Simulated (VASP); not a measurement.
Write the native input for VASP 6.6.1 that does the following.

- Task: single point
- Functional: LDA
- Potentials or basis: VASP PAW LDA potentials, release 64 (Sr_sv)
- Cutoff: 500 eV
- k mesh: 9 × 9 × 9
- Occupations: methfessel-paxton, width 0.6 eV
- Spin: no spin polarisation
- Dipole correction: no
- Further INCAR settings: ALGO = Normal; EDIFF = 1e-06; NBANDS = 11

The structure of Sr lies in POSCAR:

```
Sr
1.0
    0.0000000000      2.9028949114      2.9028949114
    2.9028949114      0.0000000000      2.9028949114
    2.9028949114      2.9028949114      0.0000000000
Sr
1
Direct
    0.0000000000      0.0000000000      0.0000000000
```

These files were run (other wordings do the same):

INCAR

```
ALGO = Normal
EDIFF = 1E-6
ENCUT = 500
GGA_COMPAT = F
ISIF = 2
ISMEAR = 1
LASPH = T
LCHARG = F
LREAL = F
LWAVE = F
NBANDS = 11
NELM = 120
PREC = Accurate
SIGMA = 0.6
```

KPOINTS

```
k-points
0
Gamma
  9 9 9
```

Potentials or basis: VASP PAW LDA potentials, release 64 (Sr_sv).

The run is started by

```console
$ cat potpaw_LDA.64/Sr_sv/POTCAR > POTCAR
$ mpirun -np 1 vasp_std > vasp.out
```

It gave:

```
Pressure               : -0.1 GPa
Band gap on the k mesh : 0.18 eV, indirect (least direct gap 0.19 eV)
```

Wall time 27 s on 1 thread of Intel Xeon 8259CL, with other jobs on the host, peak memory 0.15 GiB.
